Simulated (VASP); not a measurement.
Wanted: the native input for a VASP 6.6.1 run.

```yaml
Task: single point
Functional: PBEsol-based global hybrid with 25 % exact exchange
Potentials_or_basis: VASP PAW PBE potentials, release 64 (W_sv, Au)
Cutoff: 520 eV
k_mesh: 4 × 4 × 4
Occupations: fermi-dirac, width 0.05 eV
Spin: no spin polarisation
Dipole_correction: no
Grid_for_exact_exchange_PRECFOCK: Normal
Share_of_exact_exchange: 0.25
Further_INCAR_settings: ALGO = Normal; EDIFF = 1e-07; NBANDS = 20
```

The system is WAu.

```xyz
2
Lattice="0.0000 2.9092 2.9092 2.9092 0.0000 2.9092 2.9092 2.9092 0.0000" Properties=species:S:1:pos:R:3 pbc="T T T"
W     0.0000    0.0000    0.0000
Au    4.3638    4.3638    4.3638
```

One way to write it, as run:

POSCAR

```
WAu
1.0
    0.0000000000      2.9092100000      2.9092100000
    2.9092100000      0.0000000000      2.9092100000
    2.9092100000      2.9092100000      0.0000000000
W Au
1 1
Direct
    0.0000000000      0.0000000000      0.0000000000
    0.7500000000      0.7500000000      0.7500000000
```

INCAR.step1

```
PREC = Accurate
ENCUT = 520
EDIFF = 1E-5
ISMEAR = -1
SIGMA = 0.05
LREAL = False
LASPH = True
NELM = 100
ALGO = Normal
ISIF = 2
LWAVE = True
LCHARG = False
GGA = PE
NBANDS = 20
```

INCAR.step2

```
PREC = Accurate
ENCUT = 520
EDIFF = 1E-7
ISMEAR = -1
SIGMA = 0.05
LREAL = False
LASPH = True
NELM = 100
ALGO = Normal
ISIF = 2
LWAVE = False
LCHARG = False
GGA = PS
LHFCALC = True
AEXX = 0.25
PRECFOCK = Normal
ISTART = 1
NBANDS = 20
```

KPOINTS

```
regular mesh
0
Gamma
  4 4 4
```

Potentials or basis: VASP PAW PBE potentials, release 64 (W_sv, Au).

The run is started by

```bash
$ cat potpaw_PBE.64/W_sv/POTCAR potpaw_PBE.64/Au/POTCAR > POTCAR
$ cp INCAR.step1 INCAR
$ mpirun -np 1 vasp_std > vasp.out
$ cp INCAR.step2 INCAR
$ mpirun -np 1 vasp_std > vasp.out
```

Results of the run:

- Pressure: -7.4 GPa
- Band gap on the k mesh: zero (an odd number of electrons rules out a gap without spin polarisation)

Caveat: the k points lie up to 0.47 Å⁻¹ apart, too coarse for converged energies and pressures of a metal; the PAW data sets were made with another functional, which shifts forces and pressure a little; spin-orbit coupling is left out, which moves the levels of the heavy elements.

It took 40 min on 1 thread of AMD EPYC 7R43 64-Core Processor (Zen 3), on a shared host, peak memory 0.17 GiB.
